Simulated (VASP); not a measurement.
Here is a VASP 6.6.1 calculation.

INCAR

```
ALGO = Normal ; EDIFF = 1E-6
ENCUT = 520 ; GGA = PS
ISIF = 2 ; ISMEAR = 0
ISPIN = 2 ; LASPH = True
LCHARG = False ; LMAXMIX = 4
LORBIT = 11 ; LREAL = False
LWAVE = False ; MAGMOM = 0 0 0 0.5 0 0 0 0 0 0
NBANDS = 48 ; NELM = 150
PREC = Accurate ; SIGMA = 0.05
```

Contents of KPOINTS:

```
k-points
0
Gamma
  6 6 6
```

File POSCAR:

```
Sr2MgIrO6
1.0
    0.0000000000      3.9214579831      3.9214579831
    3.9214579831      0.0000000000      3.9214579831
    3.9214579831      3.9214579831      0.0000000000
Sr Mg Ir O
2 1 1 6
Direct
    0.7500000000      0.7500000000      0.7500000000
    0.2500000000      0.2500000000      0.2500000000
    0.0000000000      0.0000000000      0.0000000000
    0.5000000000      0.5000000000      0.5000000000
    0.7440039093      0.7440039093      0.2559960907
    0.7440039093      0.2559960907      0.7440039093
    0.2559960907      0.7440039093      0.2559960907
    0.7440039093      0.2559960907      0.2559960907
    0.2559960907      0.2559960907      0.7440039093
    0.2559960907      0.7440039093      0.7440039093
```

Potentials or basis: VASP PAW PBE potentials, release 64 (Sr_sv, Mg, Ir, O).

Run with:

```bash
$ cat potpaw_PBE.64/Sr_sv/POTCAR potpaw_PBE.64/Mg/POTCAR potpaw_PBE.64/Ir/POTCAR potpaw_PBE.64/O/POTCAR > POTCAR
$ mpirun -np 1 vasp_std > vasp.out
```

(1) Estimate the site moments.

(2) Estimate the pressure.

Answers

(1) Sr +0.01; Mg -0.00; Ir +0.65; O +0.08 μB.

(2) 1.5 GPa.

Caveat: the PAW data sets were made with another functional, which shifts forces and pressure a little.
